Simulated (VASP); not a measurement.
# HfC2 (P6/mmm) in VASP: further runs

HfC2 is run at these levels: PBE; tasks: single point, relaxation of cell and atoms.

Everything below comes from runs of VASP 6.6.1. Logs are shortened: lines on timing, memory, paths and dates and some standing lists are left out, and cuts for length are marked.

### 1 The cell of the first run

The structure is hexagonal, space group P6/mmm (No. 191). The conventional cell has a = 3.282 Å, b = 3.282 Å, c = 3.180 Å, α = 90.00°, β = 90.00°, γ = 120.00°. Hf (site symmetry 6/mmm) has 12 C at 2.47 Å and 8 Hf at 3.18 to 3.28 Å within 3.3 Å. Within 2.5 Å of C (site symmetry -6m2) lie 3 C at 1.89 Å and 6 Hf at 2.47 Å.

The cell was built from a structure type or drawn by symmetry, and may not be a known phase.

### 2 Single point, PBE

Input file INCAR:

```
PREC = Accurate
ENCUT = 600
EDIFF = 1E-6
ISMEAR = 0
SIGMA = 0.1
LREAL = F
LASPH = T
NELM = 120
ALGO = Normal
ISIF = 2
LWAVE = F
LCHARG = F
GGA = PE
NBANDS = 16
GGA_COMPAT = F
```

Input file KPOINTS:

```
Automatic mesh
0
Gamma
  6 6 6
```

Input file POSCAR:

```
HfC2
1.0
    3.2817729889     -0.0000000023      0.0000000000
   -1.6408864925      2.8420987790      0.0000000000
    0.0000000000      0.0000000000      3.1796572928
Hf C
1 2
Direct
    0.0000000000      0.0000000000      0.0000000000
    0.3333333333      0.6666666667      0.5000000000
    0.6666666667      0.3333333333      0.5000000000
```

Potentials or basis: VASP PAW PBE potentials, release 64 (Hf_pv, C).

Started as:

```console
$ cat potpaw_PBE.64/Hf_pv/POTCAR potpaw_PBE.64/C/POTCAR > POTCAR
$ mpirun -np 1 vasp_std > vasp.out
```

OUTCAR:

```text
PREC = Accurate
   ENCUT = 600
   EDIFF = 1E-6
   ISMEAR = 0
   LREAL = F
   LASPH = T
   NELM = 120
   ISIF = 2
   GGA = PE

 ion  position               nearest neighbor table
   1  0.000  0.000  0.000-   2 2.47   3 2.47   2 2.47   3 2.47   3 2.47   3 2.47   2 2.47   2 2.47
                             3 2.47   3 2.47   2 2.47   2 2.47
   2  0.333  0.667  0.500-   3 1.89   3 1.89   3 1.89   1 2.47   1 2.47   1 2.47   1 2.47   1 2.47
                             1 2.47
   3  0.667  0.333  0.500-   2 1.89   2 1.89   2 1.89   1 2.47   1 2.47   1 2.47   1 2.47   1 2.47
                             1 2.47

  LATTYP: Found a hexagonal cell.
 ALAT       =     3.2817729889
 C/A-ratio  =     0.9688839854

  Lattice vectors:

 A1 = (   3.2817729889,  -0.0000000023,   0.0000000000)
 A2 = (  -1.6408864925,   2.8420987790,   0.0000000000)
 A3 = (   0.0000000000,   0.0000000000,   3.1796572928)

Analysis of symmetry for initial positions (statically):
=====================================================================
 Subroutine PRICEL returns:
 Original cell was already a primitive cell.

 Routine SETGRP: Setting up the symmetry group for a
 hexagonal supercell.

 Subroutine GETGRP returns: Found 24 space group operations
 (whereof 24 operations were pure point group operations)
 out of a pool of 24 trial point group operations.

The static configuration has the point symmetry D_6h.

Analysis of symmetry for dynamics (positions and initial velocities):
=====================================================================
 Subroutine PRICEL returns:
 Original cell was already a primitive cell.

 Routine SETGRP: Setting up the symmetry group for a
 hexagonal supercell.

 Subroutine GETGRP returns: Found 24 space group operations
 (whereof 24 operations were pure point group operations)
 out of a pool of 24 trial point group operations.

The dynamic configuration has the point symmetry D_6h.

 Subroutine INISYM returns: Found 24 space group operations
 (whereof 24 operations are pure point group operations),
 and found     1 'primitive' translations

----------------------------------------------------------------------------------------

                                     Primitive cell

  volume of cell :      29.6571

  direct lattice vectors                    reciprocal lattice vectors
     3.281772989 -0.000000002  0.000000000     0.304713338  0.175926327  0.000000000
    -1.640886492  2.842098779  0.000000000     0.000000000  0.351852655  0.000000000
     0.000000000  0.000000000  3.179657293     0.000000000  0.000000000  0.314499302

  length of vectors
     3.281772989  3.281772989  3.179657293     0.351852655  0.351852655  0.314499302

  position of ions in fractional coordinates (direct lattice)
     0.000000000  0.000000000  0.000000000
     0.333333333  0.666666667  0.500000000
     0.666666667  0.333333333  0.500000000

  ion indices of the primitive-cell ions
   primitive index   ion index
                 1           1
                 2           2
                 3           3

----------------------------------------------------------------------------------------

 KPOINTS: Automatic mesh

Automatic generation of k-mesh.
 Grid dimensions read from file:
 generate k-points for:    6    6    6

 Generating k-lattice:

  Cartesian coordinates                     Fractional coordinates (reciprocal lattice)
     0.050785556  0.029321055  0.000000000     0.166666667  0.000000000  0.000000000
     0.000000000  0.058642109  0.000000000     0.000000000  0.166666667  0.000000000
     0.000000000  0.000000000  0.052416550     0.000000000  0.000000000  0.166666667

  Length of vectors
     0.058642109  0.058642109  0.052416550

  Shift w.r.t. Gamma in fractional coordinates (k-lattice)
     0.000000000  0.000000000  0.000000000

 Subroutine IBZKPT returns following result:
 ===========================================

 Found     28 irreducible k-points:

 Following reciprocal coordinates:
            Coordinates               Weight
  0.000000  0.000000  0.000000      1.000000
  0.166667  0.000000  0.000000      6.000000
  0.333333  0.000000  0.000000      6.000000
  0.500000  0.000000  0.000000      3.000000
  0.166667  0.166667  0.000000      6.000000
  0.333333  0.166667  0.000000     12.000000
[... 16 lines left out ...]
  0.166667  0.000000  0.500000      6.000000
  0.333333  0.000000  0.500000      6.000000
 [... further k-points ...]
   k-points           NKPTS =     28   k-points in BZ     NKDIM =     28   number of bands    NBANDS=     16
   number of dos      NEDOS =    301   number of ions     NIONS =      3
   total plane-waves  NPLWV =  21952
   dimension x,y,z NGX =    28 NGY =   28 NGZ =   28
   dimension x,y,z NGXF=    56 NGYF=   56 NGZF=   56
   ions per type =               1   2
   NGX,Y,Z   is equivalent  to a cutoff of  14.18, 14.18, 14.64 a.u.
   NGXF,Y,Z  is equivalent  to a cutoff of  28.37, 28.37, 29.28 a.u.
 SYSTEM =  unknown system
   PREC   = accura    normal or accurate (medium, high low for compatibility)
   ISTART =      0    job   : 0-new  1-cont  2-samecut
   ICHARG =      2    charge: 1-file 2-atom 10-const
   ISPIN  =      1    spin polarized calculation?
   LNONCOLLINEAR =      F non collinear calculations
   LSORBIT =      F    spin-orbit coupling
   LASPH  =      T    aspherical Exc in radial PAW
   ENCUT  =  600.0 eV  44.10 Ry    6.64 a.u.   6.55  6.55  6.35*2*pi/ulx,y,z
   NELM   =    120;   NELMIN=  2; NELMDL= -5     # of ELM steps
   EDIFF  = 0.1E-05   stopping-criterion for ELM
   LREAL  =      F    real-space projection
   EDIFFG = 0.1E-04   stopping-criterion for IOM
   NSW    =      0    number of steps for IOM
   IBRION =     -1    ionic relax: 0-MD 1-quasi-New 2-CG
   NFREE  =      0    steps in history (QN), initial steepest desc. (CG)
   ISIF   =      2    stress and relaxation
   ISYM   =      2    0-nonsym 1-usesym 2-fastsym
   POTIM  = 0.5000    time-step for ionic-motion
   TEBEG  =    0.0;   TEEND  =   0.0 temperature during run
   PSTRESS=    0.0 pullay stress
   NELECT =      18.0000    total number of electrons
   NUPDOWN=      -1.0000    fix difference up-down
   EMIN   =  10.00;   EMAX   =-10.00  energy-range for DOS
   EFERMI =   0.00;   METHOD = LEGACY
   ISMEAR =     0;   SIGMA  =   0.10  broadening in eV -4-tet -1-fermi 0-gaus
   EFERMI_NEDOS =   21; number of points for ismear=-14 and -15
   IALGO  =     38    algorithm
   IMIX   =      4    mixing-type and parameters
     AMIX     =   0.40;   BMIX     =  1.00
     AMIX_MAG =   1.60;   BMIX_MAG =  1.00
  volume/ion in A,a.u.               =       9.89        66.71
  Fermi-wavevector in a.u.,A,eV,Ry     =   1.386084  2.619320 26.139919  1.921230
  Thomas-Fermi vector in A             =   2.510434
   LORBIT       =      0    0 simple, 1 ext, 2 COOP (PROOUT), +10 PAW based schemes
   GGA     = PE    functional components
   LHFCALC =     F    Hartree Fock is set to
   AEXX    =    0.0000 exact exchange contribution
   IVDW    =     0    specifies the selected vdW correction
   LEPSILON=     F    determine dielectric tensor
   LRPA    =     F    only Hartree local field effects (RPA)
 non-spin polarized calculation
 Gauss-broadening in eV      SIGMA  =   0.10
  energy-cutoff  :      600.00
  volume of cell :       29.66
 maximum number of plane-waves:      1021
 NGX is ok and might be reduce to    28
   NGX = 13   NGY = 13   NGZ = 13

 number of electron      18.0000000 magnetization

 Free energy of the ion-electron system (eV)
  ---------------------------------------------------
  ext. energy  EPLUGINS =         0.00000000
  ---------------------------------------------------
  free energy    TOTEN  =       -25.85929282 eV

  energy without entropy =      -25.85374871  energy(sigma->0) =      -25.85652077

 E-fermi :   8.4941     XC(G=0): -12.8495

 val. band max:        8.4342621091   @ k =   0.3333   0.1667   0.5000
 cond. band min:       8.5244181944   @ k =   0.0000   0.0000   0.1667
 fundamental gap:      0.0901560853
 Fermi energy:         8.4940641549

 k-point     1 :       0.0000    0.0000    0.0000
  band No.  band energies     occupation
      1     -22.6384      2.00000
      2     -22.6384      2.00000
      3     -22.6165      2.00000
      4      -8.4449      2.00000
      5       2.7195      2.00000
      6       2.7195      2.00000
[... 8 lines left out ...]
     15      12.5374      0.00000
     16      12.5374      0.00000

 k-point     2 :       0.1667    0.0000    0.0000
  band No.  band energies     occupation
      1     -22.7811      2.00000
      2     -22.6697      2.00000
      3     -22.5959      2.00000
      4      -7.9098      2.00000
      5       0.5666      2.00000
      6       2.6941      2.00000
[... 8 lines left out ...]
     15      13.0807      0.00000
     16      13.8139      0.00000

 k-point     3 :       0.3333    0.0000    0.0000
  band No.  band energies     occupation
      1     -23.0532      2.00000
      2     -22.7316      2.00000
      3     -22.5546      2.00000
      4      -6.4764      2.00000
      5      -2.0511      2.00000
      6       2.5818      2.00000
[... 8 lines left out ...]
     15      15.4257      0.00000
     16      15.8242      0.00000

 k-point     4 :       0.5000    0.0000    0.0000
  band No.  band energies     occupation
      1     -23.1833      2.00000
      2     -22.7622      2.00000
      3     -22.5338      2.00000
      4      -4.7201      2.00000
      5      -4.1479      2.00000
      6       2.5037      2.00000
[... 8 lines left out ...]
     15      16.2754      0.00000
     16      16.9924      0.00000

 k-point     5 :       0.1667    0.1667    0.0000
  band No.  band energies     occupation
      1     -22.9605      2.00000
      2     -22.7438      2.00000
      3     -22.5650      2.00000
      4      -6.9264      2.00000
      5      -1.1559      2.00000
      6       1.8366      2.00000
[... 8 lines left out ...]
     15      13.8853      0.00000
     16      14.3731      0.00000

 k-point     6 :       0.3333    0.1667    0.0000
  band No.  band energies     occupation
      1     -23.1146      2.00000
      2     -22.8360      2.00000
      3     -22.5339      2.00000
      4      -5.2468      2.00000
      5      -3.1092      2.00000
      6       0.7693      2.00000
[... 8 lines left out ...]
     15      15.5728      0.00000
     16      16.0287      0.00000
[... 267 lines left out ...]
 k-point    21 :       0.3333    0.3333    0.3333
  band No.  band energies     occupation
      1     -22.9486      2.00000
      2     -22.9486      2.00000
      3     -22.8855      2.00000
      4      -4.2115      2.00000
      5      -4.2115      2.00000
      6       0.9313      2.00000
[... 8 lines left out ...]
     15      16.4676      0.00000
     16      16.4676      0.00000

 k-point    22 :       0.0000    0.0000    0.5000
  band No.  band energies     occupation
      1     -23.1817      2.00000
      2     -22.5869      2.00000
      3     -22.5869      2.00000
      4      -6.3597      2.00000
      5      -0.7850      2.00000
      6       4.1342      2.00000
[... 8 lines left out ...]
     15      18.5813      0.00000
     16      18.5813      0.00000

 k-point    23 :       0.1667    0.0000    0.5000
  band No.  band energies     occupation
      1     -23.1421      2.00000
      2     -22.7130      2.00000
      3     -22.6147      2.00000
      4      -6.2403      2.00000
      5      -0.0758      2.00000
      6       1.4648      2.00000
[... 8 lines left out ...]
     15      17.0952      0.00000
     16      18.2284      0.00000

 k-point    24 :       0.3333    0.0000    0.5000
  band No.  band energies     occupation
      1     -23.0617      2.00000
      2     -22.9563      2.00000
      3     -22.6697      2.00000
      4      -5.8728      2.00000
      5      -1.1449      2.00000
      6       1.5731      2.00000
[... 8 lines left out ...]
     15      15.2962      0.00000
     16      17.0469      0.00000

 [... further k-points ...]

------------------------ aborting loop because EDIFF is reached ----------------------------------------

  FORCE on cell =-STRESS in cart. coord.  units (eV):
  Direction    XX          YY          ZZ          XY          YZ          ZX
  --------------------------------------------------------------------------------------
  -------------------------------------------------------------------------------------
  Total       -0.3867347     -0.3867347     -0.3640397      0.0000000     -0.0000000      0.0000000
  in kB      -20.8927526    -20.8927526    -19.6666914      0.0000000     -0.0000000      0.0000000
  external PRESSURE =     -20.4840655 kB  Pullay stress =       0.0000000 kB

 VOLUME and BASIS-vectors are now :
 -----------------------------------------------------------------------------
  energy-cutoff  :      600.00
  volume of cell :       29.66
      direct lattice vectors                 reciprocal lattice vectors
     3.281772989 -0.000000002  0.000000000     0.304713338  0.175926327  0.000000000
    -1.640886492  2.842098779  0.000000000     0.000000000  0.351852655  0.000000000
     0.000000000  0.000000000  3.179657293     0.000000000  0.000000000  0.314499302

 POSITION                                       TOTAL-FORCE (eV/Angst)
 -----------------------------------------------------------------------------------
      0.00000      0.00000      0.00000         0.000000      0.000000      0.000000
      0.00000      1.89473      1.58983         0.000000     -0.000000      0.000000
      1.64089      0.94737      1.58983        -0.000000      0.000000     -0.000000
 -----------------------------------------------------------------------------------
    total drift:                               -0.000000      0.000000     -0.000000

  FREE ENERGIE OF THE ION-ELECTRON SYSTEM (eV)
  ---------------------------------------------------
  free  energy   TOTEN  =       -25.8592928236 eV

  energy  without entropy=      -25.8537487114  energy(sigma->0) =      -25.85652077
```

Run time: 31 s. Hardware: 1 thread of Intel Xeon 8259CL, shared host; peak memory 0.17 GiB.

Results:

* Free energy: -25.8593 eV
* Pressure: -2.0 GPa
* Band gap on the k mesh: zero (bands 9 and 10 overlap by 4.25 eV)

Caveat: the k points lie up to 0.37 Å⁻¹ apart, too coarse for converged energies and pressures of a metal; spin-orbit coupling is left out, which moves the levels of the heavy elements.

[end of part 1 of 2]
